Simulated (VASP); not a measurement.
# Zn (Fm-3m) in VASP: notebook, part 2 of 2

VASP 6.6.1. Earlier steps stand in the parts before.

## (4) Single point, PBEsol

This run uses another cell than the first one, of 13.79 Å³/atom, 1.070 times its volume.

The input, INCAR:

```
SYSTEM = Zn
PREC     = Accurate       ! precision mode
ENCUT    = 520            ! plane-wave cutoff, eV
EDIFF    = 1E-6           ! SCF threshold, eV
ISMEAR   = -1             ! smearing method
SIGMA    = 0.05           ! smearing width, eV
LREAL    = .False.        ! projectors in reciprocal space
LASPH    = .True.         ! aspherical terms in the spheres
NELM     = 100            ! most SCF steps
ALGO     = Fast           ! electronic algorithm
ISIF     = 2              ! what is computed and relaxed
LWAVE    = .False.        ! write WAVECAR
LCHARG   = .False.        ! write CHGCAR
GGA      = PS             ! functional
NBANDS   = 12             ! bands
```

The input, KPOINTS:

```
regular mesh
0
Gamma
  12 12 12
  0 0 0
```

The input, POSCAR:

```
Zn
1.0
    0.0000000000      1.9034777383      1.9034777383
    1.9034777383      0.0000000000      1.9034777383
    1.9034777383      1.9034777383      0.0000000000
Zn
1
Direct
    0.0000000000      0.0000000000      0.0000000000
```

Potentials or basis: VASP PAW PBE potentials, release 64 (Zn).

The run is started by

```
$ cat potpaw_PBE.64/Zn/POTCAR > POTCAR
$ mpirun -np 1 vasp_std > vasp.out
```

OUTCAR:

```text
SYSTEM = Zn
   PREC = Accurate
   ENCUT = 520
   EDIFF = 1E-6
   ISMEAR = -1
   LREAL = .False.
   LASPH = .True.
   NELM = 100
   ISIF = 2
   GGA = PS

 ion  position               nearest neighbor table
   1  0.000  0.000  0.000-

  LATTYP: Found a face centered cubic cell.
 ALAT       =     3.8069554766

  Lattice vectors:

 A1 = (   0.0000000000,   1.9034777383,   1.9034777383)
 A2 = (   1.9034777383,   0.0000000000,   1.9034777383)
 A3 = (   1.9034777383,   1.9034777383,   0.0000000000)

Analysis of symmetry for initial positions (statically):
=====================================================================
 Subroutine PRICEL returns:
 Original cell was already a primitive cell.

 Routine SETGRP: Setting up the symmetry group for a
 face centered cubic supercell.

 Subroutine GETGRP returns: Found 48 space group operations
 (whereof 48 operations were pure point group operations)
 out of a pool of 48 trial point group operations.

The static configuration has the point symmetry O_h .

Analysis of symmetry for dynamics (positions and initial velocities):
=====================================================================
 Subroutine PRICEL returns:
 Original cell was already a primitive cell.

 Routine SETGRP: Setting up the symmetry group for a
 face centered cubic supercell.

 Subroutine GETGRP returns: Found 48 space group operations
 (whereof 48 operations were pure point group operations)
 out of a pool of 48 trial point group operations.

The dynamic configuration has the point symmetry O_h .

 Subroutine INISYM returns: Found 48 space group operations
 (whereof 48 operations are pure point group operations),
 and found     1 'primitive' translations

----------------------------------------------------------------------------------------

                                     Primitive cell

  volume of cell :      13.7935

  direct lattice vectors                    reciprocal lattice vectors
     0.000000000  1.903477738  1.903477738    -0.262677094  0.262677094  0.262677094
     1.903477738  0.000000000  1.903477738     0.262677094 -0.262677094  0.262677094
     1.903477738  1.903477738  0.000000000     0.262677094  0.262677094 -0.262677094

  length of vectors
     2.691924033  2.691924033  2.691924033     0.454970072  0.454970072  0.454970072

  position of ions in fractional coordinates (direct lattice)
     0.000000000  0.000000000  0.000000000

  ion indices of the primitive-cell ions
   primitive index   ion index
                 1           1

----------------------------------------------------------------------------------------

 KPOINTS: regular mesh

Automatic generation of k-mesh.
 Grid dimensions read from file:
 generate k-points for:   12   12   12

 Generating k-lattice:

  Cartesian coordinates                     Fractional coordinates (reciprocal lattice)
    -0.021889758  0.021889758  0.021889758     0.083333333  0.000000000  0.000000000
     0.021889758 -0.021889758  0.021889758     0.000000000  0.083333333  0.000000000
     0.021889758  0.021889758 -0.021889758     0.000000000  0.000000000  0.083333333

  Length of vectors
     0.037914173  0.037914173  0.037914173

  Shift w.r.t. Gamma in fractional coordinates (k-lattice)
     0.000000000  0.000000000  0.000000000

 Subroutine IBZKPT returns following result:
 ===========================================

 Found     72 irreducible k-points:

 Following reciprocal coordinates:
            Coordinates               Weight
  0.000000  0.000000  0.000000      1.000000
  0.083333  0.000000  0.000000      8.000000
  0.166667  0.000000  0.000000      8.000000
  0.250000  0.000000  0.000000      8.000000
  0.333333  0.000000  0.000000      8.000000
  0.416667  0.000000  0.000000      8.000000
[... 16 lines left out ...]
  0.500000  0.166667  0.000000     24.000000
 -0.416667  0.166667  0.000000     24.000000
 [... further k-points ...]
   k-points           NKPTS =     72   k-points in BZ     NKDIM =     72   number of bands    NBANDS=     12
   number of dos      NEDOS =    301   number of ions     NIONS =      1
   total plane-waves  NPLWV =   8000
   dimension x,y,z NGX =    20 NGY =   20 NGZ =   20
   dimension x,y,z NGXF=    40 NGYF=   40 NGZF=   40
   ions per type =               1
   NGX,Y,Z   is equivalent  to a cutoff of  12.35, 12.35, 12.35 a.u.
   NGXF,Y,Z  is equivalent  to a cutoff of  24.70, 24.70, 24.70 a.u.
 SYSTEM =  Zn
   PREC   = accura    normal or accurate (medium, high low for compatibility)
   ISTART =      0    job   : 0-new  1-cont  2-samecut
   ICHARG =      2    charge: 1-file 2-atom 10-const
   ISPIN  =      1    spin polarized calculation?
   LNONCOLLINEAR =      F non collinear calculations
   LSORBIT =      F    spin-orbit coupling
   LASPH  =      T    aspherical Exc in radial PAW
   ENCUT  =  520.0 eV  38.22 Ry    6.18 a.u.   5.01  5.01  5.01*2*pi/ulx,y,z
   NELM   =    100;   NELMIN=  2; NELMDL= -5     # of ELM steps
   EDIFF  = 0.1E-05   stopping-criterion for ELM
   LREAL  =      F    real-space projection
   EDIFFG = 0.1E-04   stopping-criterion for IOM
   NSW    =      0    number of steps for IOM
   IBRION =     -1    ionic relax: 0-MD 1-quasi-New 2-CG
   NFREE  =      0    steps in history (QN), initial steepest desc. (CG)
   ISIF   =      2    stress and relaxation
   ISYM   =      2    0-nonsym 1-usesym 2-fastsym
   POTIM  = 0.5000    time-step for ionic-motion
   TEBEG  =    0.0;   TEEND  =   0.0 temperature during run
   PSTRESS=    0.0 pullay stress
   NELECT =      12.0000    total number of electrons
   NUPDOWN=      -1.0000    fix difference up-down
   EMIN   =  10.00;   EMAX   =-10.00  energy-range for DOS
   EFERMI =   0.00;   METHOD = LEGACY
   ISMEAR =    -1;   SIGMA  =   0.05  broadening in eV -4-tet -1-fermi 0-gaus
   EFERMI_NEDOS =   21; number of points for ismear=-14 and -15
   IALGO  =     68    algorithm
   IMIX   =      4    mixing-type and parameters
     AMIX     =   0.40;   BMIX     =  1.00
     AMIX_MAG =   1.60;   BMIX_MAG =  1.00
  volume/ion in A,a.u.               =      13.79        93.08
  Fermi-wavevector in a.u.,A,eV,Ry     =   1.562827  2.953314 33.231234  2.442427
  Thomas-Fermi vector in A             =   2.665688
   LORBIT       =      0    0 simple, 1 ext, 2 COOP (PROOUT), +10 PAW based schemes
   GGA     = PS    functional components
   LHFCALC =     F    Hartree Fock is set to
   AEXX    =    0.0000 exact exchange contribution
   IVDW    =     0    specifies the selected vdW correction
   LEPSILON=     F    determine dielectric tensor
   LRPA    =     F    only Hartree local field effects (RPA)
 non-spin polarized calculation
 RMM-DIIS sequential band-by-band and
  energy-cutoff  :      520.00
  volume of cell :       13.79
 maximum number of plane-waves:       388
   NGX =  9   NGY =  9   NGZ =  9

 number of electron      12.0000018 magnetization

 Free energy of the ion-electron system (eV)
  ---------------------------------------------------
  ext. energy  EPLUGINS =         0.00000000
  ---------------------------------------------------
  free energy    TOTEN  =        -1.55020950 eV

  energy without entropy =       -1.54778251  energy(sigma->0) =       -1.54899601

 E-fermi :   3.5679     XC(G=0): -12.2361

 val. band max:        3.5083827710   @ k =  -0.4167   0.2500   0.0000
 cond. band min:       3.6981921965   @ k =  -0.4167   0.0833   0.0000
 fundamental gap:      0.1898094255
 Fermi energy:         3.5678647096

 k-point     1 :       0.0000    0.0000    0.0000
  band No.  band energies     occupation
      1      -7.5442      2.00000
      2      -4.2501      2.00000
      3      -4.2501      2.00000
      4      -4.2501      2.00000
      5      -3.7916      2.00000
      6      -3.7916      2.00000
      7      23.2157      0.00000
      8      23.2158      0.00000
      9      23.2158      0.00000
     10      23.2587      0.00000
     11      25.8735      0.00000
     12      25.8735      0.00000

 k-point     2 :       0.0833    0.0000    0.0000
  band No.  band energies     occupation
      1      -7.3207      2.00000
      2      -4.2712      2.00000
      3      -4.2226      2.00000
      4      -4.2226      2.00000
      5      -3.7994      2.00000
      6      -3.7994      2.00000
      7      19.7699      0.00000
      8      22.5244      0.00000
      9      22.5244      0.00000
     10      23.1778      0.00000
     11      26.9501      0.00000
     12      26.9501      0.00000
[... 316 lines left out ...]
 k-point    24 :      -0.4167    0.1667    0.0000
  band No.  band energies     occupation
      1      -4.8921      2.00000
      2      -4.3651      2.00000
      3      -4.0862      2.00000
      4      -3.8664      2.00000
      5      -3.5086      2.00000
      6       1.0990      2.00000
      7       3.3292      1.98323
      8      13.6358      0.00000
      9      17.5731      0.00000
     10      19.8783      0.00000
     11      27.3767      0.00000
     12      28.5334      0.00000

 [... further k-points ...]
[... 5 lines left out ...]
  --------------------------------------------------------------------------------------
  -------------------------------------------------------------------------------------
  Total        0.2191698      0.2191698      0.2191698      0.0000000      0.0000000      0.0000000
  in kB       25.4576268     25.4576268     25.4576268      0.0000000      0.0000000      0.0000000
  external PRESSURE =      25.4576268 kB  Pullay stress =       0.0000000 kB

 VOLUME and BASIS-vectors are now :
 -----------------------------------------------------------------------------
  energy-cutoff  :      520.00
  volume of cell :       13.79
      direct lattice vectors                 reciprocal lattice vectors
     0.000000000  1.903477738  1.903477738    -0.262677094  0.262677094  0.262677094
     1.903477738  0.000000000  1.903477738     0.262677094 -0.262677094  0.262677094
     1.903477738  1.903477738  0.000000000     0.262677094  0.262677094 -0.262677094

 POSITION                                       TOTAL-FORCE (eV/Angst)
 -----------------------------------------------------------------------------------
      0.00000      0.00000      0.00000        -0.000000      0.000000     -0.000000
 -----------------------------------------------------------------------------------
    total drift:                                0.000000      0.000000      0.000000

  FREE ENERGIE OF THE ION-ELECTRON SYSTEM (eV)
  ---------------------------------------------------
  free  energy   TOTEN  =        -1.5502095019 eV

  energy  without entropy=       -1.5477825150  energy(sigma->0) =       -1.54899601
```

It took 7 s on 1 thread of Intel Xeon 6975P-C (Granite Rapids), shared host; peak memory 0.12 GiB.

What came out:

- Free energy: -1.5502 eV
- Pressure: 2.5 GPa
- Band gap on the k mesh: zero (band 6 reaches 5.92 eV, above the bottom of band 7 at 2.40 eV)

Caveat: the PAW data sets were made with another functional, which shifts forces and pressure a little.

## (5) The runs side by side

| cell | gap on the mesh (eV) | pressure (GPa) |
| --- | --- | --- |
| a = 2.632 Å, angles 60.0°, 1 atom | none | 10.7 |
| a = 2.712 Å, angles 60.0°, 1 atom | none | 0.5 |
| a = 2.692 Å, angles 60.0°, 1 atom | none | 2.5 |

Alike in all rows: task single point; level PBEsol; potentials or basis VASP PAW PBE potentials, release 64 (Zn); no spin polarisation; k mesh 12 × 12 × 12; cutoff (eV) 520; smearing fermi-dirac 0.05 eV.

Caveats: the PAW data sets were made with another functional, which shifts forces and pressure a little.

Absolute energies hang on the potentials; compare differences alone.
